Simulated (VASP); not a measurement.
HfO2: single point with PBE

Crystal: HfO2.

```
CELL_PARAMETERS angstrom
-0.01416 2.58412 2.55883
2.62339 -0.01418 2.55885
2.57483 2.53558 0.03437
ATOMIC_POSITIONS crystal
Hf 0.97431 0.02954 0.03386
O 0.25347 0.24130 0.25740
O 0.75231 0.75203 0.69902
```

```
Program             : VASP 6.6.1
Task                : single point
Functional          : PBE
Potentials or basis : VASP PAW PBE potentials, release 64 (Hf_pv, O)
Cutoff              : 520 eV
k mesh              : 4 × 4 × 4
Occupations         : gaussian, width 0.01 eV
Spin                : no spin polarisation
```

```
Pressure               : -0.2 GPa
Largest force          : 3.079 eV/Å
Band gap on the k mesh : 3.73 eV, indirect (least direct gap 3.77 eV)
```

Forces in eV/Å, atoms in the order of the input:
```
Hf  -1.348 -0.870  1.080
O   -0.476 -1.144  0.368
O    1.824  2.014 -1.448
```

Stress tensor (GPa, compression positive):
```
-5.38  5.46 -6.16
 5.46  0.97 -5.98
-6.16 -5.98  3.95
```

Levels at points of the mesh, in eV from the valence-band top:
```csv
k point,band 8,band 9,band 10,band 11,band 12,band 13,band 14,band 15
"(0.00, 0.00, 0.00)",-4.97,-1.47,-0.88,-0.70,3.84,4.52,5.09,8.97
"(0.50, 0.00, 0.00)",-3.12,-2.82,-2.22,-1.80,4.37,4.60,5.99,8.50
"(0.00, 0.50, 0.00)",-2.98,-2.72,-2.35,-1.77,4.33,4.75,6.29,8.54
"(0.50, 0.50, 0.00)",-3.51,-2.34,-1.37,0.00,3.82,5.11,6.18,6.76
"(0.00, 0.00, 0.50)",-3.68,-2.62,-2.40,-2.18,4.41,4.79,5.98,8.00
"(0.50, 0.00, 0.50)",-3.47,-2.25,-1.40,-0.04,3.73,5.14,6.04,6.69
"(0.00, 0.50, 0.50)",-3.53,-1.87,-1.30,-0.47,3.78,5.16,6.50,7.14
"(0.50, 0.50, 0.50)",-3.06,-2.80,-1.84,-1.63,4.42,4.56,5.89,9.11
```

Wall time 30 s on 1 thread of Intel Xeon 6975P-C, with other jobs on the host, peak memory 0.17 GiB.

Caveat: the k points lie up to 0.54 Å⁻¹ apart; spin-orbit coupling is left out, which moves the levels of the heavy elements; forces of over 1 eV/Å act on the atoms, so gaps and moduli don't describe the material at rest. A k mesh can miss the band edges.
